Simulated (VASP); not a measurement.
## CuO: relaxation of cell and atoms with PBEsol

Crystal: CuO.

```
CELL_PARAMETERS angstrom
4.16094 0.00000 0.00000
0.00000 4.16094 0.00000
0.00000 0.00000 3.88764
ATOMIC_POSITIONS crystal
Cu 0.50000 0.00000 0.50000
Cu 0.00000 0.50000 0.50000
Cu 0.00000 0.00000 0.00000
O 0.00000 0.00000 0.50000
O 0.50000 0.00000 0.00000
O 0.00000 0.50000 0.00000
```

```json
{
 "Program": "VASP 6.6.1",
 "Task": "relaxation of cell and atoms",
 "Functional": "PBEsol",
 "Potentials or basis": "VASP PAW PBE potentials, release 64 (Cu, O)",
 "Cutoff": "600 eV",
 "k mesh": "7 × 7 × 7",
 "Occupations": "fermi-dirac, width 0.05 eV",
 "Spin": "no spin polarisation",
 "Target pressure": "2 GPa",
 "Dipole correction": "no",
 "Further INCAR settings": "ALGO = Normal; EDIFF = 1e-06; IBRION = 2; EDIFFG = -0.01; NSW = 60; ISIF = 3"
}
```

The relaxed volume is 10.66 Å³/atom. The relaxed cell is a = 4.075 Å, b = 4.075 Å, c = 3.853 Å, α = 90.00°, β = 90.00°, γ = 90.00° and the space group after relaxing (to 0.1 Å) is P4/mmm (No. 123). The energy change on relaxing (the run minimises the enthalpy) is -4.9 meV/atom. The ionic steps are 6 and the pressure after relaxing is 2.0 GPa. The band gap on the k mesh is zero (an odd number of electrons rules out a gap without spin polarisation).

The path:
```
step  energy change (eV)  largest force (eV/Å)  pressure (GPa)  volume (Å³)
   1              0.0000                0.0000           -5.04        67.31
   2              0.0352                0.0000            7.93        62.62
   3             -0.0309                0.0000            1.71        64.63
   4             -0.0321                0.0000            1.80        64.36
   5             -0.0303                0.0000            2.00        64.02
   6             -0.0296                0.0000            1.99        63.96
```

Final structure:
```xyz
6
Lattice="4.0746 0.0000 0.0000 0.0000 4.0746 0.0000 0.0000 0.0000 3.8527" Properties=species:S:1:pos:R:3 pbc="T T T"
Cu    2.0373    4.0746    1.9264
Cu    0.0000    2.0373    1.9264
Cu    4.0746    4.0746    3.8527
O     4.0746    4.0746    1.9264
O     2.0373    4.0746    3.8527
O     4.0746    2.0373    3.8527
```

Levels at points of the mesh, in eV from the Fermi level:
| k point | band 24 | band 25 | band 26 | band 27 | band 28 | band 29 |
| --- | --- | --- | --- | --- | --- | --- |
| (0.00, 0.00, 0.00) | -1.55 | -1.55 | -1.55 | -1.41 | 1.34 | 6.31 |

It took 6.6 min on 1 thread of Intel(R) Xeon(R) Platinum 8488C (Sapphire Rapids), on a shared host, peak memory 0.24 GiB.

Caveat: the cell is relaxed towards a set pressure, so the run minimises the enthalpy, not the energy; the PAW data sets were made with another functional, which shifts forces and pressure a little; an odd number of electrons without spin polarisation forces a metal; a magnetic or distorted state may lie lower; semilocal functionals often make such compounds metallic where correlation or magnetic order opens a gap, which also shifts bond lengths. With open d or f shells a metallic result of PBEsol can be an artefact of self-interaction; +U or a hybrid may open a gap.
